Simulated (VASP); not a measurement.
# CaO (dq5) (Fm-3m) in VASP: further runs

The runs below take CaO (dq5) through single point, relaxation of cell and atoms, with LDA.

Everything below comes from runs of VASP 6.6.1. Logs are shortened: lines on timing, memory, paths and dates and some standing lists are left out, and cuts for length are marked.

## Step 1: The cell of the first run

It takes space group Fm-3m (No. 225, cubic). The conventional cell has a = 4.711 Å, b = 4.711 Å, c = 4.711 Å, α = 90.00°, β = 90.00°, γ = 90.00°. Ca (site symmetry m-3m) has 6 O at 2.36 Å within 3.1 Å. Within 3.1 Å of O (site symmetry m-3m) lie 6 Ca at 2.36 Å.

## Step 2: Single point, LDA

File INCAR:

```
SYSTEM = CaO
PREC = Accurate
ENCUT = 520
EDIFF = 1E-6
ISMEAR = 0
SIGMA = 0.1
LREAL = .FALSE.
LASPH = .TRUE.
NELM = 80
ALGO = Normal
ISIF = 2
LWAVE = .FALSE.
LCHARG = .TRUE.
GGA = CA
LELF = .TRUE.
LVHAR = .TRUE.
NBANDS = 15
```

File KPOINTS:

```
Automatic mesh
0
G
  8 8 8
  0 0 0
```

File POSCAR:

```
CaO
1.0
    0.0000000000      2.3557358111      2.3557358111
    2.3557358111      0.0000000000      2.3557358111
    2.3557358111      2.3557358111      0.0000000000
Ca O
1 1
Direct
    0.0000000000      0.0000000000      0.0000000000
    0.5000000000      0.5000000000      0.5000000000
```

Potentials or basis: VASP PAW LDA potentials, release 64 (Ca_sv, O).

Run with:

```
> cat potpaw_LDA.64/Ca_sv/POTCAR potpaw_LDA.64/O/POTCAR > POTCAR
> mpirun -np 1 vasp_std > vasp.out
```

OUTCAR:

```text
SYSTEM = CaO
   PREC = Accurate
   ENCUT = 520
   EDIFF = 1E-6
   ISMEAR = 0
   LREAL = .FALSE.
   LASPH = .TRUE.
   NELM = 80
   ISIF = 2
   GGA = CA

 ion  position               nearest neighbor table
   1  0.000  0.000  0.000-   2 2.36   2 2.36   2 2.36   2 2.36   2 2.36   2 2.36
   2  0.500  0.500  0.500-   1 2.36   1 2.36   1 2.36   1 2.36   1 2.36   1 2.36

  LATTYP: Found a face centered cubic cell.
 ALAT       =     4.7114716222

  Lattice vectors:

 A1 = (   0.0000000000,   2.3557358111,   2.3557358111)
 A2 = (   2.3557358111,   0.0000000000,   2.3557358111)
 A3 = (   2.3557358111,   2.3557358111,   0.0000000000)

Analysis of symmetry for initial positions (statically):
=====================================================================
 Subroutine PRICEL returns:
 Original cell was already a primitive cell.

 Routine SETGRP: Setting up the symmetry group for a
 face centered cubic supercell.

 Subroutine GETGRP returns: Found 48 space group operations
 (whereof 48 operations were pure point group operations)
 out of a pool of 48 trial point group operations.

The static configuration has the point symmetry O_h .

Analysis of symmetry for dynamics (positions and initial velocities):
=====================================================================
 Subroutine PRICEL returns:
 Original cell was already a primitive cell.

 Routine SETGRP: Setting up the symmetry group for a
 face centered cubic supercell.

 Subroutine GETGRP returns: Found 48 space group operations
 (whereof 48 operations were pure point group operations)
 out of a pool of 48 trial point group operations.

The dynamic configuration has the point symmetry O_h .

 Subroutine INISYM returns: Found 48 space group operations
 (whereof 48 operations are pure point group operations),
 and found     1 'primitive' translations

----------------------------------------------------------------------------------------

                                     Primitive cell

  volume of cell :      26.1463

  direct lattice vectors                    reciprocal lattice vectors
     0.000000000  2.355735811  2.355735811    -0.212247909  0.212247909  0.212247909
     2.355735811  0.000000000  2.355735811     0.212247909 -0.212247909  0.212247909
     2.355735811  2.355735811  0.000000000     0.212247909  0.212247909 -0.212247909

  length of vectors
     3.331513533  3.331513533  3.331513533     0.367624162  0.367624162  0.367624162

  position of ions in fractional coordinates (direct lattice)
     0.000000000  0.000000000  0.000000000
     0.500000000  0.500000000  0.500000000

  ion indices of the primitive-cell ions
   primitive index   ion index
                 1           1
                 2           2

----------------------------------------------------------------------------------------

 KPOINTS: Automatic mesh

Automatic generation of k-mesh.
 Grid dimensions read from file:
 generate k-points for:    8    8    8

 Generating k-lattice:

  Cartesian coordinates                     Fractional coordinates (reciprocal lattice)
    -0.026530989  0.026530989  0.026530989     0.125000000  0.000000000  0.000000000
     0.026530989 -0.026530989  0.026530989     0.000000000  0.125000000  0.000000000
     0.026530989  0.026530989 -0.026530989     0.000000000  0.000000000  0.125000000

  Length of vectors
     0.045953020  0.045953020  0.045953020

  Shift w.r.t. Gamma in fractional coordinates (k-lattice)
     0.000000000  0.000000000  0.000000000

 Subroutine IBZKPT returns following result:
 ===========================================

 Found     29 irreducible k-points:

 Following reciprocal coordinates:
            Coordinates               Weight
  0.000000  0.000000  0.000000      1.000000
  0.125000  0.000000  0.000000      8.000000
  0.250000  0.000000  0.000000      8.000000
  0.375000  0.000000  0.000000      8.000000
  0.500000  0.000000  0.000000      4.000000
  0.125000  0.125000  0.000000      6.000000
[... 16 lines left out ...]
  0.500000  0.250000  0.125000     48.000000
 -0.375000  0.250000  0.125000     24.000000
 [... further k-points ...]
   k-points           NKPTS =     29   k-points in BZ     NKDIM =     29   number of bands    NBANDS=     15
   number of dos      NEDOS =    301   number of ions     NIONS =      2
   total plane-waves  NPLWV =  21952
   dimension x,y,z NGX =    28 NGY =   28 NGZ =   28
   dimension x,y,z NGXF=    56 NGYF=   56 NGZF=   56
   ions per type =               1   1
   NGX,Y,Z   is equivalent  to a cutoff of  13.97, 13.97, 13.97 a.u.
   NGXF,Y,Z  is equivalent  to a cutoff of  27.94, 27.94, 27.94 a.u.
 SYSTEM =  CaO
   PREC   = accura    normal or accurate (medium, high low for compatibility)
   ISTART =      0    job   : 0-new  1-cont  2-samecut
   ICHARG =      2    charge: 1-file 2-atom 10-const
   ISPIN  =      1    spin polarized calculation?
   LNONCOLLINEAR =      F non collinear calculations
   LSORBIT =      F    spin-orbit coupling
   LASPH  =      T    aspherical Exc in radial PAW
   ENCUT  =  520.0 eV  38.22 Ry    6.18 a.u.   6.19  6.19  6.19*2*pi/ulx,y,z
   NELM   =     80;   NELMIN=  2; NELMDL= -5     # of ELM steps
   EDIFF  = 0.1E-05   stopping-criterion for ELM
   LREAL  =      F    real-space projection
   EDIFFG = 0.1E-04   stopping-criterion for IOM
   NSW    =      0    number of steps for IOM
   IBRION =     -1    ionic relax: 0-MD 1-quasi-New 2-CG
   NFREE  =      0    steps in history (QN), initial steepest desc. (CG)
   ISIF   =      2    stress and relaxation
   ISYM   =      2    0-nonsym 1-usesym 2-fastsym
   POTIM  = 0.5000    time-step for ionic-motion
   TEBEG  =    0.0;   TEEND  =   0.0 temperature during run
   PSTRESS=    0.0 pullay stress
   NELECT =      16.0000    total number of electrons
   NUPDOWN=      -1.0000    fix difference up-down
   EMIN   =  10.00;   EMAX   =-10.00  energy-range for DOS
   EFERMI =   0.00;   METHOD = LEGACY
   ISMEAR =     0;   SIGMA  =   0.10  broadening in eV -4-tet -1-fermi 0-gaus
   EFERMI_NEDOS =   21; number of points for ismear=-14 and -15
   IALGO  =     38    algorithm
   IMIX   =      4    mixing-type and parameters
     AMIX     =   0.40;   BMIX     =  1.00
     AMIX_MAG =   1.60;   BMIX_MAG =  1.00
  volume/ion in A,a.u.               =      13.07        88.22
  Fermi-wavevector in a.u.,A,eV,Ry     =   1.389883  2.626498 26.283391  1.931775
  Thomas-Fermi vector in A             =   2.513871
   LORBIT       =      0    0 simple, 1 ext, 2 COOP (PROOUT), +10 PAW based schemes
   GGA     = CA    functional components
   LHFCALC =     F    Hartree Fock is set to
   AEXX    =    0.0000 exact exchange contribution
   IVDW    =     0    specifies the selected vdW correction
   LEPSILON=     F    determine dielectric tensor
   LRPA    =     F    only Hartree local field effects (RPA)
 non-spin polarized calculation
 Gauss-broadening in eV      SIGMA  =   0.10
  energy-cutoff  :      520.00
  volume of cell :       26.15
 maximum number of plane-waves:       725
 NGX is ok and might be reduce to    28
   NGX = 13   NGY = 13   NGZ = 13

 number of electron      15.9999999 magnetization

 Free energy of the ion-electron system (eV)
  ---------------------------------------------------
  ext. energy  EPLUGINS =         0.00000000
  ---------------------------------------------------
  free energy    TOTEN  =       -14.22072223 eV

  energy without entropy =      -14.22072223  energy(sigma->0) =      -14.22072223

 E-fermi :   2.7724     XC(G=0): -11.3264

 val. band max:        2.3720260258   @ k =   0.0000   0.0000   0.0000
 cond. band min:       5.7929667126   @ k =   0.5000   0.5000   0.0000
 fundamental gap:      3.4209406868
 Fermi energy:         2.7724115629

 k-point     1 :       0.0000    0.0000    0.0000
  band No.  band energies     occupation
      1     -34.4597      2.00000
      2     -15.4545      2.00000
      3     -15.4545      2.00000
      4     -15.4545      2.00000
      5     -12.9543      2.00000
      6       2.3720      2.00000
      7       2.3720      2.00000
      8       2.3720      2.00000
      9       7.4349      0.00000
     10       8.6153      0.00000
     11       8.6153      0.00000
     12       8.6153      0.00000
     13      10.2868      0.00000
     14      10.2868      0.00000
     15      17.5372      0.00000

 k-point     2 :       0.1250    0.0000    0.0000
  band No.  band energies     occupation
      1     -34.4386      2.00000
      2     -15.7554      2.00000
      3     -15.4643      2.00000
      4     -15.4643      2.00000
      5     -12.6456      2.00000
      6       1.8013      2.00000
      7       2.1305      2.00000
      8       2.1305      2.00000
      9       8.1278      0.00000
     10       8.5819      0.00000
     11       8.9074      0.00000
     12       8.9074      0.00000
     13      10.7019      0.00000
     14      10.7019      0.00000
     15      18.2267      0.00000

 k-point     3 :       0.2500    0.0000    0.0000
  band No.  band energies     occupation
      1     -34.3874      2.00000
      2     -16.3135      2.00000
      3     -15.4877      2.00000
      4     -15.4877      2.00000
      5     -12.0668      2.00000
      6       0.7213      2.00000
      7       1.6193      2.00000
      8       1.6193      2.00000
      9       8.6727      0.00000
     10       9.6143      0.00000
     11       9.6766      0.00000
     12       9.6766      0.00000
     13      11.6935      0.00000
     14      11.6935      0.00000
     15      18.8132      0.00000

 k-point     4 :       0.3750    0.0000    0.0000
  band No.  band energies     occupation
      1     -34.3354      2.00000
      2     -16.7550      2.00000
      3     -15.5108      2.00000
      4     -15.5108      2.00000
      5     -11.5996      2.00000
      6      -0.1557      2.00000
      7       1.1801      2.00000
      8       1.1801      2.00000
      9       9.1979      0.00000
     10      10.5776      0.00000
     11      10.5776      0.00000
     12      10.8067      0.00000
     13      12.7693      0.00000
     14      12.7693      0.00000
     15      17.8190      0.00000
[... 307 lines left out ...]
 k-point    22 :       0.3750    0.2500    0.1250
  band No.  band energies     occupation
      1     -34.3500      2.00000
      2     -16.3604      2.00000
      3     -15.6615      2.00000
      4     -15.5343      2.00000
      5     -12.0234      2.00000
      6       0.4107      2.00000
      7       1.5017      2.00000
      8       1.8268      2.00000
      9       7.6934      0.00000
     10       9.8130      0.00000
     11      10.4466      0.00000
     12      10.8317      0.00000
     13      11.6792      0.00000
     14      12.9970      0.00000
     15      19.3602      0.00000

 k-point    23 :       0.5000    0.2500    0.1250
  band No.  band energies     occupation
      1     -34.3088      2.00000
      2     -16.5532      2.00000
      3     -15.7457      2.00000
      4     -15.5826      2.00000
      5     -11.8554      2.00000
      6       0.2282      2.00000
      7       1.1864      2.00000
      8       1.4736      2.00000
      9       8.2603      0.00000
     10      10.1119      0.00000
     11      11.1125      0.00000
     12      11.3042      0.00000
     13      12.7497      0.00000
     14      13.9654      0.00000
     15      17.7339      0.00000

 k-point    24 :      -0.3750    0.2500    0.1250
  band No.  band energies     occupation
      1     -34.2916      2.00000
      2     -16.6307      2.00000
      3     -15.7651      2.00000
      4     -15.6161      2.00000
      5     -11.7921      2.00000
      6       0.1735      2.00000
      7       1.1638      2.00000
      8       1.2061      2.00000
      9       9.2435      0.00000
     10       9.3134      0.00000
     11      11.4420      0.00000
     12      11.7445      0.00000
     13      13.0690      0.00000
     14      14.7809      0.00000
     15      16.8271      0.00000

 [... further k-points ...]

------------------------ aborting loop because EDIFF is reached ----------------------------------------

  FORCE on cell =-STRESS in cart. coord.  units (eV):
  Direction    XX          YY          ZZ          XY          YZ          ZX
  --------------------------------------------------------------------------------------
  -------------------------------------------------------------------------------------
  Total        0.1140869      0.1140869      0.1140869      0.0000000      0.0000000      0.0000000
  in kB        6.9909565      6.9909565      6.9909565      0.0000000      0.0000000      0.0000000
  external PRESSURE =       6.9909565 kB  Pullay stress =       0.0000000 kB

 VOLUME and BASIS-vectors are now :
 -----------------------------------------------------------------------------
  energy-cutoff  :      520.00
  volume of cell :       26.15
      direct lattice vectors                 reciprocal lattice vectors
     0.000000000  2.355735811  2.355735811    -0.212247909  0.212247909  0.212247909
     2.355735811  0.000000000  2.355735811     0.212247909 -0.212247909  0.212247909
     2.355735811  2.355735811  0.000000000     0.212247909  0.212247909 -0.212247909

 POSITION                                       TOTAL-FORCE (eV/Angst)
 -----------------------------------------------------------------------------------
      0.00000      0.00000      0.00000        -0.000000     -0.000000     -0.000000
      2.35574      2.35574      2.35574         0.000000      0.000000      0.000000
 -----------------------------------------------------------------------------------
    total drift:                                0.000000      0.000000      0.000000

  FREE ENERGIE OF THE ION-ELECTRON SYSTEM (eV)
  ---------------------------------------------------
  free  energy   TOTEN  =       -14.2207222271 eV

  energy  without entropy=      -14.2207222271  energy(sigma->0) =      -14.22072223
```

Run time: 14 s. Hardware: 1 thread of Intel Xeon 8259CL, shared host; peak memory 0.15 GiB.

What came out:

```
Free energy            : -14.2207 eV
Pressure               : 0.7 GPa
Band gap on the k mesh : 3.42 eV, indirect (least direct gap 3.78 eV)
```

A k mesh can miss the band edges. A hybrid or GW would open this gap; LDA tends to underestimate it.

[end of part 1 of 2]
